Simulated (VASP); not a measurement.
**CdTe: single point with r2SCAN**

CdTe:

```
Cd Te
1.0
     0.00000    3.37835    3.37835
     3.37835    0.00000    3.37835
     3.37835    3.37835    0.00000
Cd Te
1 1
Cartesian
  0.0000 0.0000 0.0000
  1.6892 1.6892 1.6892
```

This cell differs from its parent crystal: strain +3.0%.

```yaml
Program: VASP 6.6.1
Task: single point
Functional: r2SCAN
Potentials_or_basis: VASP PAW PBE potentials, release 64 (Cd, Te)
Cutoff: 520 eV
k_mesh: 6 × 6 × 6
Occupations: fermi-dirac, width 0.02 eV
Spin: non-collinear spin, zero start, spin-orbit coupling
Starting_moments: "[[0.0, 0.0, 0.0], [0.0, 0.0, 0.0]] μB"
Dipole_correction: no
Further_INCAR_settings: ALGO = Normal; EDIFF = 1e-06; NBANDS = 30
```

```json
{"Pressure": "-2.8 GPa", "Net moment": "0.00 μB per cell", "Valence electrons inside the program's atomic spheres": "Cd 10.23; Te 3.42"}
```

Moments on the atoms (μB; x, y, z):
```
Cd  0.00 0.00 0.00
Te  0.00 0.00 0.00
```

Wall time 4.5 min on 1 thread of Intel(R) Xeon(R) 6975P-C (Granite Rapids), with other jobs on the host, peak memory 0.49 GiB.

Caveat: the cell differs from its parent crystal (strain +3.0%); the PAW data sets were made with another functional, which shifts forces and pressure a little.
